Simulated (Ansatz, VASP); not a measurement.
Two plane-wave programs on RuW3

Contents of INCAR:

```
PREC = Accurate ; ENCUT = 600
EDIFF = 1E-7 ; ISMEAR = 0
SIGMA = 0.1 ; LREAL = False
LASPH = True ; NELM = 60
ALGO = Normal ; ISIF = 3
LWAVE = False ; LCHARG = False
GGA = PE ; IBRION = 2
NSW = 90 ; EDIFFG = -0.04
```

The input KPOINTS:

```
regular mesh
0
Gamma
  6 6 6
```

POSCAR

```
RuW3
1.0
   -1.8998213628      1.8998213628      4.2437568104
    1.8998213628     -1.8998213628      4.2437568104
    1.8998213628      1.8998213628     -4.2437568104
Ru W
1 3
Direct
    0.0000000000      0.0000000000      0.0000000000
    0.5000000000      0.5000000000      0.0000000000
    0.2500000000      0.7500000000      0.5000000000
    0.7500000000      0.2500000000      0.5000000000
```

Input for Ansatz:

```yaml
crystal:
  lattice:
    - [-1.8998213628, 1.8998213628, 4.2437568104]
    - [1.8998213628, -1.8998213628, 4.2437568104]
    - [1.8998213628, 1.8998213628, -4.2437568104]
  atoms:
    - { symbol: Ru, position: [0.0, 0.0, 0.0] }
    - { symbol: W, position: [0.5, 0.5, 0.0] }
    - { symbol: W, position: [0.25, 0.75, 0.5] }
    - { symbol: W, position: [0.75, 0.25, 0.5] }
basis:
  ecutwfc: 420
kpoints:
  mp_grid: { grid: [6, 6, 6] }
hamiltonian:
  xc: pbe
scf:
  occupations: { method: gaussian, width: 0.1 }
  lower_state_search: "off"
output:
  forces: true
  stress: true
  eigenvalues: true
relax:
  adjacent_minimum: "off"
  f_tol: 0.04
  max_steps: 70
  cell: { stress_tol: 0.4 }
```

Alike in both runs: task relaxation of cell and atoms; functional PBE; k mesh 6 × 6 × 6; occupations gaussian, width 0.1 eV; no spin polarisation.

|  | VASP | Ansatz |
| --- | --- | --- |
| version | VASP 6.6.1 | Ansatz 0.2.0 |
| potentials or method | VASP PAW PBE potentials, release 64 (Ru_pv, W_sv), cutoff 600 eV | scalar-relativistic, plane waves, PAW |
| valence electrons in the cell | 56 | 58 |

```tsv
	VASP	Ansatz	Ansatz less VASP
gap on the k mesh at the Fermi level, each at its own relaxed structure (eV)	none	none	-
relaxed volume (Å³/atom)	15.77	15.74	-0.026
relaxed cell length with the largest relative difference (Å)	4.940	4.935	-0.0050
```

A gap of «none» marks a metal or a gap that the smearing closes. VASP's potentials hold 56 valence electrons a cell and Ansatz's 58, so a difference there can come from the potentials and not from the codes.

The k mesh is coarse, so the values compare programs but aren't converged. Spin-orbit coupling is off throughout.
